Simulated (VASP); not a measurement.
Write the native input for VASP 6.6.1 that does the following.

```yaml
Task: single point
Functional: PBE
Potentials_or_basis: VASP PAW PBE potentials, release 64 (Ca_sv, Pt, Se)
Cutoff: 520 eV
k_mesh: 12 × 12 × 4
Occupations: gaussian, width 0.1 eV
Spin: no spin polarisation
Dipole_correction: no
Further_INCAR_settings: ALGO = Normal; EDIFF = 1e-06; NBANDS = 42
```

The structure of CaPtSe2 lies in POSCAR:

```
CaPtSe2
1.0
    4.1440527270      0.0000000000      0.0000000000
   -2.0720263635      3.5888549362      0.0000000000
    0.0000000000      0.0000000000     12.1089007704
Ca Pt Se
2 2 4
Direct
    0.6666666667      0.3333333333      0.3646763417
    0.3333333333      0.6666666667      0.8646763417
    0.6666666667      0.3333333333      0.1030288500
    0.3333333333      0.6666666667      0.6030288500
    0.0000000000      0.0000000000      0.0129907541
    0.3333333333      0.6666666667      0.2127160542
    0.0000000000      0.0000000000      0.5129907541
    0.6666666667      0.3333333333      0.7127160542
```

One way to write it, as run:

INCAR

```
SYSTEM = CaPtSe2
ALGO     = Normal         ! electronic algorithm
EDIFF    = 1E-6           ! SCF threshold, eV
ENCUT    = 520            ! plane-wave cutoff, eV
GGA      = PE             ! functional
ISIF     = 2              ! what is computed and relaxed
ISMEAR   = 0              ! smearing method
LASPH    = .True.         ! aspherical terms in the spheres
LCHARG   = .False.        ! write CHGCAR
LREAL    = .False.        ! projectors in reciprocal space
LWAVE    = .False.        ! write WAVECAR
NBANDS   = 42             ! bands
NELM     = 80             ! most SCF steps
PREC     = Accurate       ! precision mode
SIGMA    = 0.1            ! smearing width, eV
```

KPOINTS

```
k-points
0
Gamma
  12 12 4
  0 0 0
```

Potentials or basis: VASP PAW PBE potentials, release 64 (Ca_sv, Pt, Se).

Launch:

```bash
$ cat potpaw_PBE.64/Ca_sv/POTCAR potpaw_PBE.64/Pt/POTCAR potpaw_PBE.64/Se/POTCAR > POTCAR
$ mpirun -np 1 vasp_std > vasp.out
```

It gave:

```
Pressure               : 0.1 GPa
Largest force          : 0.015 eV/Å
Band gap on the k mesh : zero (bands 32 and 33 overlap by 0.68 eV)
```

Caveat: spin-orbit coupling is left out, which moves the levels of the heavy elements.

Run time: 14 min on 1 thread of Intel Xeon 8259CL, with other jobs on the host, peak memory 0.56 GiB.
